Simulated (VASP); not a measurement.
# C: single point with PBE+D3(BJ)

Crystal: C.

```xyz
2
Lattice="1.2325 0.7116 3.3614 -1.2325 0.7116 3.3614 0.0000 -1.4232 3.3614" Properties=species:S:1:pos:R:3 pbc="T T T"
C     0.0000    0.0450    1.6087
C     0.0000   -0.0450    8.4755
```

This cell differs from its parent crystal: mode 4 frozen in at -0.071 Å and mode 6 at +0.045 Å (largest displacements).

```
Program                : VASP 6.6.1
Task                   : single point
Functional             : PBE
Dispersion             : D3(BJ)
Potentials or basis    : VASP PAW PBE potentials, release 64 (C)
Cutoff                 : 520 eV
k mesh                 : 15 × 15 × 15
Occupations            : gaussian, width 0.05 eV
Spin                   : no spin polarisation
Dipole correction      : no
Further INCAR settings : ALGO = Normal; EDIFF = 1e-07; NBANDS = 11
```

```json
{"Pressure": "2.4 GPa", "Largest force": "4.704 eV/Å", "Band gap on the k mesh": "0.19 eV, indirect (least direct gap 0.22 eV)", "Dispersion energy per atom": "-0.156 eV"}
```

Forces in eV/Å, atoms in the order of the input:
```
C    0.000 -4.133  2.248
C    0.000  4.133 -2.248
```

Stress tensor (GPa, compression positive):
```
12.93  0.00  0.00
 0.00 -2.46  5.35
 0.00  5.35 -3.40
```

Levels at points of the mesh, in eV from the valence-band top:
```tsv
k point	band 1	band 2	band 3	band 4	band 5	band 6	band 7	band 8	band 9
(0.00, 0.00, 0.00)	-19.43	-6.32	-3.94	-1.25	3.98	6.78	10.28	11.91	12.80
```

It took 2.8 min on 1 thread of Intel(R) Xeon(R) Platinum 8488C (Sapphire Rapids), on a shared host, peak memory 0.28 GiB.

Caveat: the cell differs from its parent crystal (mode 4 frozen in at -0.071 Å and mode 6 at +0.045 Å (largest displacements)); forces of over 1 eV/Å act on the atoms, so gaps and moduli don't describe the material at rest. A k mesh can miss the band edges.
